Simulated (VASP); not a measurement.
Input of a VASP 6.6.1 run:

Contents of INCAR:

```
ALGO = Normal
EDIFF = 1E-8
ENCUT = 520
GGA = PS
ISIF = 2
ISMEAR = -1
LASPH = True
LCHARG = False
LEFG = True
LREAL = False
LWAVE = False
NBANDS = 8
NELM = 60
PREC = Accurate
SIGMA = 0.05
```

File KPOINTS:

```
k-points
0
Gamma
  14 14 14
```

The input POSCAR:

```
Al
1.0
    0.0000000000      2.0307042354      2.0307042354
    2.0307042354      0.0000000000      2.0307042354
    2.0307042354      2.0307042354      0.0000000000
Al
1
Direct
    0.0000000000      0.0000000000      0.0000000000
```

Potentials or basis: VASP PAW PBE potentials, release 64 (Al).

Command:

```sh
$ cat potpaw_PBE.64/Al/POTCAR > POTCAR
$ mpirun -np 1 vasp_std > vasp.out
```

What does it give for the pressure?

-2.8 GPa.

Caveat: without QUAD_EFG the Cq values of the log hold for a quadrupole moment of 1 mb, not for the nuclei; the PAW data sets were made with another functional, which shifts forces and pressure a little.
